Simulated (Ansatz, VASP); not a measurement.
**Two plane-wave programs on CaB3**

```xyz
8
Lattice="5.1805 0.0000 0.0000 -2.5902 4.4864 0.0000 0.0000 0.0000 4.1581" Properties=species:S:1:pos:R:3 pbc="T T T"
Ca    0.0000    2.9910    1.0395
Ca    2.5902    1.4955    3.1186
B     2.5902    2.9880    1.0395
B    -1.2925    3.7372    3.1186
B     1.2977    0.7492    1.0395
B     0.0000    1.4985    3.1186
B     3.8828    0.7492    1.0395
B     1.2925    3.7372    3.1186
```

Alike in both runs: task relaxation of cell and atoms; functional PBE; k mesh 6 × 6 × 4; occupations gaussian, width 0.1 eV; no spin polarisation.

|  | VASP | Ansatz |
| --- | --- | --- |
| version | VASP 6.6.1 | Ansatz 0.2.0 |
| potentials or method | VASP PAW PBE potentials, release 64 (Ca_sv, B), cutoff 600 eV | scalar-relativistic, plane waves, PAW |
| valence electrons in the cell | 38 | 38 |

|  | VASP | Ansatz | Ansatz less VASP |
| --- | --- | --- | --- |
| gap on the k mesh at the Fermi level, each at its own relaxed structure (eV) | none | none | - |
| relaxed volume (Å³/atom) | 11.32 | 11.27 | -0.049 |
| relaxed length of the cell vector where the two differ most in proportion (Å) | 5.584 | 5.574 | -0.0098 |

A gap of «none» marks a metal or a gap that the smearing closes.

The k mesh is coarse, so the values compare programs but aren't converged.
